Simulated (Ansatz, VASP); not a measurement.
Two plane-wave programs on AlN

```
CELL_PARAMETERS angstrom
3.01767 0.00000 0.00000
-1.50884 2.61338 0.00000
0.00000 0.00000 5.12734
ATOMIC_POSITIONS crystal
Al 0.33333 0.66667 0.00000
Al 0.66667 0.33333 0.50000
N 0.33333 0.66667 0.38500
N 0.66667 0.33333 0.88500
```

Change from the starting cell: strain -0.030 along x and y, +0.030 along z, atoms carried along.

Alike in both runs: task single point; functional LDA; k mesh 9 × 9 × 6; occupations gaussian, width 0.05 eV; no spin polarisation.

|  | VASP | Ansatz |
| --- | --- | --- |
| version | VASP 6.6.1 | Ansatz 0.2.0 |
| potentials or method | VASP PAW LDA potentials, release 64 (Al, N), cutoff 520 eV | scalar-relativistic, plane waves, PAW |
| valence electrons in the cell | 16 | 16 |

|  | VASP | Ansatz | Ansatz less VASP |
| --- | --- | --- | --- |
| gap on the k mesh at the Fermi level (eV) | 4.55 | 4.54 | -0.005 |
| least direct gap on the mesh (eV) | 4.55 | 4.54 | -0.005 |
| pressure (GPa) | 4.8 | 4.1 | -0.71 |
| traceless stress, the component that is largest in VASP (GPa) | -17.96 | -17.57 | +0.393 |
| rms of the force components (eV/Å) | 0.452 | 0.436 | -0.0161 |

LDA's correlation is that of Perdew and Zunger in VASP and of Perdew and Wang (1992) in Ansatz. Atom by atom the forces differ by 0.016 eV/Å (rms over components).
